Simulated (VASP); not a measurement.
Here is a VASP 6.6.1 calculation.

File INCAR:

```
SYSTEM = WS2
  PREC = Accurate
  ENCUT = 520
  EDIFF = 1E-7
  ISMEAR = 0
  SIGMA = 0.05
  LREAL = .False.
  LASPH = .True.
  NELM = 60
  ALGO = Normal
  ISIF = 2
  LWAVE = .False.
  LCHARG = .True.
  GGA = PE
  IVDW = 12
  LELF = .True.
  LVHAR = .True.
  NBANDS = 35
```

File KPOINTS:

```
Automatic mesh
0
Gamma
  12 12 4
  0 0 0
```

POSCAR

```
WS2
1.0
    3.1542061832      0.0000000000      0.0000000000
   -1.5771030916      2.7316226834      0.0000000000
    0.0000000000      0.0000000000     12.1399091344
W S
2 4
Direct
    0.3333333333      0.6666666667      0.2500000000
    0.6666666667      0.3333333333      0.7500000000
    0.2784209178      0.5568418355      0.6449993025
    0.6666666667      0.3333333333      0.1202874207
    0.3333333333      0.6666666667      0.8797125793
    0.6666666667      0.3333333333      0.3797125793
```

Potentials or basis: VASP PAW PBE potentials, release 64 (W_sv, S).

Run with:

```console
$ cat potpaw_PBE.64/W_sv/POTCAR potpaw_PBE.64/S/POTCAR > POTCAR
$ mpirun -np 1 vasp_std > vasp.out
```

Problem. Predict the largest force.

Solution. 9.767 eV/Å.

Problem. Predict the dispersion energy per atom.

Solution. -0.435 eV.

Forces on the atoms (eV/Å):
```
W    0.000 -0.007  0.010
W    0.000 -4.669  7.698
S    0.000  4.426 -8.707
S    0.000  0.003 -0.002
S    0.000  0.254  0.889
S    0.000 -0.008  0.110
```

Caveat: the cell differs from its parent crystal (atom 3 (S) moved by (-0.300, +0.300) A along y and z); forces of over 1 eV/Å act on the atoms, so gaps and moduli don't describe the material at rest.
